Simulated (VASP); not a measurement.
# Pd (Fm-3m) in VASP: single point with PBEsol

Aim: the single point of Pd with PBEsol.

Everything below comes from runs of VASP 6.6.1. Logs are shortened: lines on timing, memory, paths and dates and some standing lists are left out, and cuts for length are marked.

### Step 1. The cell of the first run

The structure is cubic, space group Fm-3m (No. 225). Conventional cell: a = 3.877 Å, b = 3.877 Å, c = 3.877 Å, α = 90.00°, β = 90.00°, γ = 90.00°. Within 3.6 Å of Pd (site symmetry m-3m) lie 12 Pd at 2.74 Å.

### Step 2. Single point, PBEsol

INCAR

```
  PREC = Accurate
  ENCUT = 520
  EDIFF = 1E-6
  ISMEAR = -1
  SIGMA = 0.08
  LREAL = F
  LASPH = T
  NELM = 80
  ALGO = Normal
  ISIF = 2
  LWAVE = F
  LCHARG = F
  GGA = PS
  NBANDS = 17
```

KPOINTS

```
regular mesh
0
Gamma
  12 12 9
```

POSCAR

```
Pd
1.0
    1.9387429757      1.9387429757      0.0000000000
   -1.9387429757      1.9387429757      0.0000000000
    0.0000000000      0.0000000000      3.8774859514
Pd
2
Direct
    0.0000000000      0.0000000000      0.0000000000
    0.5000000000      0.5000000000      0.5000000000
```

Potentials or basis: VASP PAW PBE potentials, release 64 (Pd).

On the command line:

```bash
> cat potpaw_PBE.64/Pd/POTCAR > POTCAR
> mpirun -np 1 vasp_std > vasp.out
```

OUTCAR:

```text
PREC = Accurate
   ENCUT = 520
   EDIFF = 1E-6
   ISMEAR = -1
   LREAL = F
   LASPH = T
   NELM = 80
   ISIF = 2
   GGA = PS

 ion  position               nearest neighbor table
   1  0.000  0.000  0.000-   2 2.74   2 2.74   2 2.74   2 2.74   2 2.74   2 2.74   2 2.74   2 2.74

   2  0.500  0.500  0.500-   1 2.74   1 2.74   1 2.74   1 2.74   1 2.74   1 2.74   1 2.74   1 2.74

  LATTYP: Found a simple tetragonal cell.
 ALAT       =     2.7417966102
 C/A-ratio  =     1.4142135624

  Lattice vectors:

 A1 = (   1.9387429757,   1.9387429757,   0.0000000000)
 A2 = (  -1.9387429757,   1.9387429757,   0.0000000000)
 A3 = (   0.0000000000,   0.0000000000,   3.8774859514)

Analysis of symmetry for initial positions (statically):
=====================================================================
 Subroutine PRICEL returns following result:

  LATTYP: Found a face centered cubic cell.
 ALAT       =     3.8774859514

  Lattice vectors:

 A1 = (   0.0000000000,  -1.9387429757,  -1.9387429757)
 A2 = (   1.9387429757,   0.0000000000,  -1.9387429757)
 A3 = (   1.9387429757,  -1.9387429757,  -0.0000000000)

   2 primitive cells build up your supercell.

 Routine SETGRP: Setting up the symmetry group for a
 simple tetragonal supercell.

 Subroutine GETGRP returns: Found 16 space group operations
 (whereof 16 operations were pure point group operations)
 out of a pool of 16 trial point group operations.

The static configuration has the point symmetry D_4h.

Analysis of symmetry for dynamics (positions and initial velocities):
=====================================================================
 Subroutine PRICEL returns following result:

  LATTYP: Found a face centered cubic cell.
 ALAT       =     3.8774859514

  Lattice vectors:

 A1 = (   0.0000000000,  -1.9387429757,  -1.9387429757)
 A2 = (   1.9387429757,   0.0000000000,  -1.9387429757)
 A3 = (   1.9387429757,  -1.9387429757,  -0.0000000000)

   2 primitive cells build up your supercell.

 Routine SETGRP: Setting up the symmetry group for a
 simple tetragonal supercell.

 Subroutine GETGRP returns: Found 16 space group operations
 (whereof 16 operations were pure point group operations)
 out of a pool of 16 trial point group operations.

The dynamic configuration has the point symmetry D_4h.

 Subroutine INISYM returns: Found 16 space group operations
 (whereof 16 operations are pure point group operations),
 and found     2 'primitive' translations

----------------------------------------------------------------------------------------

                                     Primitive cell

  volume of cell :      14.5744

  direct lattice vectors                    reciprocal lattice vectors
     0.000000000 -1.938742976 -1.938742976    -0.257899065 -0.257899065 -0.257899065
     1.938742976  0.000000000 -1.938742976     0.257899065  0.257899065 -0.257899065
     1.938742976 -1.938742976 -0.000000000     0.257899065 -0.257899065  0.257899065

  length of vectors
     2.741796610  2.741796610  2.741796610     0.446694283  0.446694283  0.446694283

  position of ions in fractional coordinates (direct lattice)
     0.000000000  0.000000000  0.000000000

  ion indices of the primitive-cell ions
   primitive index   ion index
                 1           1

----------------------------------------------------------------------------------------

 KPOINTS: regular mesh

Automatic generation of k-mesh.
 Grid dimensions read from file:
 generate k-points for:   12   12    9

 Generating k-lattice:

  Cartesian coordinates                     Fractional coordinates (reciprocal lattice)
     0.021491589  0.021491589  0.000000000     0.083333333  0.000000000  0.000000000
    -0.021491589  0.021491589  0.000000000     0.000000000  0.083333333  0.000000000
     0.000000000  0.000000000  0.028655452     0.000000000  0.000000000  0.111111111

  Length of vectors
     0.030393696  0.030393696  0.028655452

  Shift w.r.t. Gamma in fractional coordinates (k-lattice)
     0.000000000  0.000000000  0.000000000

 Subroutine IBZKPT returns following result:
 ===========================================

 Found    140 irreducible k-points:

 Following reciprocal coordinates:
            Coordinates               Weight
  0.000000  0.000000  0.000000      1.000000
  0.083333  0.000000  0.000000      4.000000
  0.166667  0.000000  0.000000      4.000000
  0.250000  0.000000  0.000000      4.000000
  0.333333  0.000000  0.000000      4.000000
  0.416667  0.000000  0.000000      4.000000
[... 16 lines left out ...]
  0.333333  0.333333  0.000000      4.000000
  0.416667  0.333333  0.000000      8.000000
 [... further k-points ...]
   k-points           NKPTS =    140   k-points in BZ     NKDIM =    140   number of bands    NBANDS=     17
   number of dos      NEDOS =    301   number of ions     NIONS =      2
   total plane-waves  NPLWV =  12000
   dimension x,y,z NGX =    20 NGY =   20 NGZ =   30
   dimension x,y,z NGXF=    40 NGYF=   40 NGZF=   60
   ions per type =               2
   NGX,Y,Z   is equivalent  to a cutoff of  12.13, 12.13, 12.86 a.u.
   NGXF,Y,Z  is equivalent  to a cutoff of  24.25, 24.25, 25.72 a.u.
 SYSTEM =  unknown system
   PREC   = accura    normal or accurate (medium, high low for compatibility)
   ISTART =      0    job   : 0-new  1-cont  2-samecut
   ICHARG =      2    charge: 1-file 2-atom 10-const
   ISPIN  =      1    spin polarized calculation?
   LNONCOLLINEAR =      F non collinear calculations
   LSORBIT =      F    spin-orbit coupling
   LASPH  =      T    aspherical Exc in radial PAW
   ENCUT  =  520.0 eV  38.22 Ry    6.18 a.u.   5.10  5.10  7.21*2*pi/ulx,y,z
   NELM   =     80;   NELMIN=  2; NELMDL= -5     # of ELM steps
   EDIFF  = 0.1E-05   stopping-criterion for ELM
   LREAL  =      F    real-space projection
   EDIFFG = 0.1E-04   stopping-criterion for IOM
   NSW    =      0    number of steps for IOM
   IBRION =     -1    ionic relax: 0-MD 1-quasi-New 2-CG
   NFREE  =      0    steps in history (QN), initial steepest desc. (CG)
   ISIF   =      2    stress and relaxation
   ISYM   =      2    0-nonsym 1-usesym 2-fastsym
   POTIM  = 0.5000    time-step for ionic-motion
   TEBEG  =    0.0;   TEEND  =   0.0 temperature during run
   PSTRESS=    0.0 pullay stress
   NELECT =      20.0000    total number of electrons
   NUPDOWN=      -1.0000    fix difference up-down
   EMIN   =  10.00;   EMAX   =-10.00  energy-range for DOS
   EFERMI =   0.00;   METHOD = LEGACY
   ISMEAR =    -1;   SIGMA  =   0.08  broadening in eV -4-tet -1-fermi 0-gaus
   EFERMI_NEDOS =   21; number of points for ismear=-14 and -15
   IALGO  =     38    algorithm
   IMIX   =      4    mixing-type and parameters
     AMIX     =   0.40;   BMIX     =  1.00
     AMIX_MAG =   1.60;   BMIX_MAG =  1.00
  volume/ion in A,a.u.               =      14.57        98.35
  Fermi-wavevector in a.u.,A,eV,Ry     =   1.443925  2.728622 28.367045  2.084919
  Thomas-Fermi vector in A             =   2.562278
   LORBIT       =      0    0 simple, 1 ext, 2 COOP (PROOUT), +10 PAW based schemes
   GGA     = PS    functional components
   LHFCALC =     F    Hartree Fock is set to
   AEXX    =    0.0000 exact exchange contribution
   IVDW    =     0    specifies the selected vdW correction
   LEPSILON=     F    determine dielectric tensor
   LRPA    =     F    only Hartree local field effects (RPA)
 non-spin polarized calculation
  energy-cutoff  :      520.00
  volume of cell :       29.15
 maximum number of plane-waves:       800
   NGX = 11   NGY = 11   NGZ = 15

 number of electron      20.0000012 magnetization

 Free energy of the ion-electron system (eV)
  ---------------------------------------------------
  ext. energy  EPLUGINS =         0.00000000
  ---------------------------------------------------
  free energy    TOTEN  =       -11.97008706 eV

  energy without entropy =      -11.88305949  energy(sigma->0) =      -11.92657328

 E-fermi :   9.8322     XC(G=0): -13.4556

 val. band max:        9.8165152557   @ k =   0.5000   0.2500   0.3333
 cond. band min:       9.8463797540   @ k =   0.0833   0.0000   0.2222
 fundamental gap:      0.0298644984
 Fermi energy:         9.8321807583

 k-point     1 :       0.0000    0.0000    0.0000
  band No.  band energies     occupation
      1       2.4906      2.00000
      2       4.2956      2.00000
      3       4.5914      2.00000
      4       6.9111      2.00000
      5       6.9111      2.00000
      6       6.9139      2.00000
[... 9 lines left out ...]
     16      26.9574      0.00000
     17      31.4876      0.00000

 k-point     2 :       0.0833    0.0000    0.0000
  band No.  band energies     occupation
      1       2.6606      2.00000
      2       4.4009      2.00000
      3       4.6953      2.00000
      4       6.8405      2.00000
      5       6.9648      2.00000
      6       6.9888      2.00000
[... 9 lines left out ...]
     16      27.1434      0.00000
     17      30.8309      0.00000

 k-point     3 :       0.1667    0.0000    0.0000
  band No.  band energies     occupation
      1       3.1468      2.00000
      2       4.6503      2.00000
      3       5.0345      2.00000
      4       6.6572      2.00000
      5       7.1226      2.00000
      6       7.1671      2.00000
[... 9 lines left out ...]
     16      27.5476      0.00000
     17      29.0588      0.00000

 k-point     4 :       0.2500    0.0000    0.0000
  band No.  band energies     occupation
      1       3.8739      2.00000
      2       4.9716      2.00000
      3       5.5614      2.00000
      4       6.4319      2.00000
      5       7.2868      2.00000
      6       7.3750      2.00000
[... 9 lines left out ...]
     16      27.2570      0.00000
     17      27.5558      0.00000

 k-point     5 :       0.3333    0.0000    0.0000
  band No.  band energies     occupation
      1       4.7068      2.00000
      2       5.3440      2.00000
      3       6.0967      2.00000
      4       6.2478      2.00000
      5       7.0728      2.00000
      6       7.1955      2.00000
[... 9 lines left out ...]
     16      26.4891      0.00000
     17      27.5659      0.00000

 k-point     6 :       0.4167    0.0000    0.0000
  band No.  band energies     occupation
      1       5.4444      2.00000
      2       5.7020      2.00000
      3       6.1774      2.00000
      4       6.4602      2.00000
      5       6.5675      2.00000
      6       6.9427      2.00000
[... 9 lines left out ...]
     16      24.7413      0.00000
     17      29.3254      0.00000

 k-point     7 :       0.5000    0.0000    0.0000
  band No.  band energies     occupation
      1       5.8268      2.00000
      2       5.8268      2.00000
      3       6.2733      2.00000
      4       6.2733      2.00000
      5       6.6710      2.00000
      6       6.6710      2.00000
[... 9 lines left out ...]
     16      22.7710      0.00000
     17      29.4125      0.00000

 k-point     8 :       0.0833    0.0833    0.0000
  band No.  band energies     occupation
      1       2.8282      2.00000
      2       4.5119      2.00000
      3       4.7906      2.00000
      4       6.7237      2.00000
      5       7.0667      2.00000
      6       7.0694      2.00000
[... 9 lines left out ...]
     16      27.3376      0.00000
     17      30.7263      0.00000
[... 203 lines left out ...]
      1       4.7128      2.00000
      2       5.3841      2.00000
      3       5.6401      2.00000
      4       6.3452      2.00000
      5       6.3475      2.00000
      6       7.9394      2.00000
[... 9 lines left out ...]
     16      27.9869      0.00000
     17      27.9989      0.00000

 k-point    20 :       0.3333    0.2500    0.0000
  band No.  band energies     occupation
      1       4.9316      2.00000
      2       5.3339      2.00000
      3       5.3847      2.00000
      4       5.8329      2.00000
      5       6.8895      2.00000
      6       7.9788      2.00000
[... 9 lines left out ...]
     16      26.1486      0.00000
     17      26.4197      0.00000

 k-point    21 :       0.4167    0.2500    0.0000
  band No.  band energies     occupation
      1       5.0344      2.00000
      2       5.2253      2.00000
      3       5.2502      2.00000
      4       5.4668      2.00000
      5       7.3018      2.00000
      6       7.8362      2.00000
[... 9 lines left out ...]
     16      24.3248      0.00000
     17      24.7053      0.00000

 k-point    22 :       0.5000    0.2500    0.0000
  band No.  band energies     occupation
      1       5.1181      2.00000
      2       5.1181      2.00000
      3       5.2718      2.00000
      4       5.2718      2.00000
      5       7.6066      2.00000
      6       7.6066      2.00000
[... 9 lines left out ...]
     16      23.0190      0.00000
     17      24.3460      0.00000

 k-point    23 :       0.3333    0.3333    0.0000
  band No.  band energies     occupation
      1       4.7906      2.00000
      2       5.0381      2.00000
      3       5.0928      2.00000
      4       5.3803      2.00000
      5       7.6413      2.00000
      6       8.8747      1.99999
[... 9 lines left out ...]
     16      25.5223      0.00000
     17      25.5259      0.00000

 k-point    24 :       0.4167    0.3333    0.0000
  band No.  band energies     occupation
      1       4.6796      2.00000
      2       4.8000      2.00000
      3       4.9234      2.00000
      4       5.0631      2.00000
      5       8.2612      2.00000
      6       8.9798      1.99995
[... 9 lines left out ...]
     16      24.0243      0.00000
     17      24.2944      0.00000

 [... further k-points ...]
[... 5 lines left out ...]
  --------------------------------------------------------------------------------------
  -------------------------------------------------------------------------------------
  Total       -0.0822426     -0.0822426     -0.1083917      0.0000000      0.0000000     -0.0000000
  in kB       -4.5205049     -4.5205049     -5.9577979      0.0000000      0.0000000     -0.0000000
  external PRESSURE =      -4.9996026 kB  Pullay stress =       0.0000000 kB

 VOLUME and BASIS-vectors are now :
 -----------------------------------------------------------------------------
  energy-cutoff  :      520.00
  volume of cell :       29.15
      direct lattice vectors                 reciprocal lattice vectors
     1.938742976  1.938742976  0.000000000     0.257899065  0.257899065  0.000000000
    -1.938742976  1.938742976  0.000000000    -0.257899065  0.257899065  0.000000000
     0.000000000  0.000000000  3.877485951     0.000000000  0.000000000  0.257899065

 POSITION                                       TOTAL-FORCE (eV/Angst)
 -----------------------------------------------------------------------------------
      0.00000      0.00000      0.00000        -0.000000     -0.000000      0.000000
      0.00000      1.93874      1.93874         0.000000      0.000000     -0.000000
 -----------------------------------------------------------------------------------
    total drift:                               -0.000000      0.000000      0.000000

  FREE ENERGIE OF THE ION-ELECTRON SYSTEM (eV)
  ---------------------------------------------------
  free  energy   TOTEN  =       -11.9700870640 eV

  energy  without entropy=      -11.8830594926  energy(sigma->0) =      -11.92657328
```

Run time: 29 s. Hardware: 1 thread of Intel Xeon Platinum 8375C at 2.90GHz (Ice Lake), shared host; peak memory 0.15 GiB.

What came out:

| Item | Value |
| --- | --- |
| Free energy | -11.9701 eV |
| Pressure | -0.5 GPa |
| Band gap on the k mesh | zero (band 10 reaches 10.13 eV, above the bottom of band 11 at 9.05 eV) |

Levels at points of the mesh, in eV from the Fermi level:
| k point | band 8 | band 9 | band 10 | band 11 | band 12 | band 13 |
| --- | --- | --- | --- | --- | --- | --- |
| (0.00, 0.00, 0.00) | -1.26 | -0.05 | 0.29 | 0.29 | 3.24 | 10.83 |
| (0.50, 0.00, 0.00) | -1.93 | -1.32 | -1.32 | 2.31 | 2.31 | 12.62 |
| (0.50, 0.50, 0.00) | 0.29 | 0.29 | 0.29 | 3.24 | 3.24 | 10.83 |

Caveat: the PAW data sets were made with another functional, which shifts forces and pressure a little.
